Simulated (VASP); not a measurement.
Write the native input for VASP 6.6.1 that does the following.

- Task: single point
- Functional: PBE
- Potentials or basis: VASP PAW PBE potentials, release 64 (Cd)
- Cutoff: 500 eV
- k mesh: 18 × 18 × 8
- Occupations: gaussian, width 0.15 eV
- Spin: no spin polarisation
- Dipole correction: no
- Further INCAR settings: ALGO = Normal; EDIFF = 1e-06; NBANDS = 19

The structure of Cd lies in POSCAR:

```
Cd
1.0
    2.9788725081      0.0000000000      0.0000000000
   -1.4894362540      2.5797792666      0.0000000000
    0.0000000000      0.0000000000      5.4772087500
Cd
2
Direct
    0.3333333333      0.6666666667      0.2500000000
    0.6666666667      0.3333333333      0.7500000000
```

This cell differs from its parent crystal: strain +0.000 along x and y, -0.025 along z.

The input as run:

INCAR

```
SYSTEM = Cd
ALGO = Normal ; EDIFF = 1E-6
ENCUT = 500 ; GGA = PE
GGA_COMPAT = .False. ; ISIF = 2
ISMEAR = 0 ; LASPH = .True.
LCHARG = .False. ; LREAL = .False.
LWAVE = .False. ; NBANDS = 19
NELM = 120 ; PREC = Accurate
SIGMA = 0.15
```

KPOINTS

```
k-points
0
Gamma
  18 18 8
  0 0 0
```

Potentials or basis: VASP PAW PBE potentials, release 64 (Cd).

Run with:

```console
$ cat potpaw_PBE.64/Cd/POTCAR > POTCAR
$ mpirun -np 1 vasp_std > vasp.out
```

It gave:

| Item | Value |
| --- | --- |
| Pressure | 4.6 GPa |
| Band gap on the k mesh | zero (bands 12 and 13 overlap by 4.12 eV) |

Caveat: the cell differs from its parent crystal (strain +0.000 along x and y, -0.025 along z); the cell stands under pressure.

Run time: 78 s on 1 thread of Intel(R) Xeon(R) Platinum 8488C (Sapphire Rapids), with other jobs on the host, peak memory 0.24 GiB.
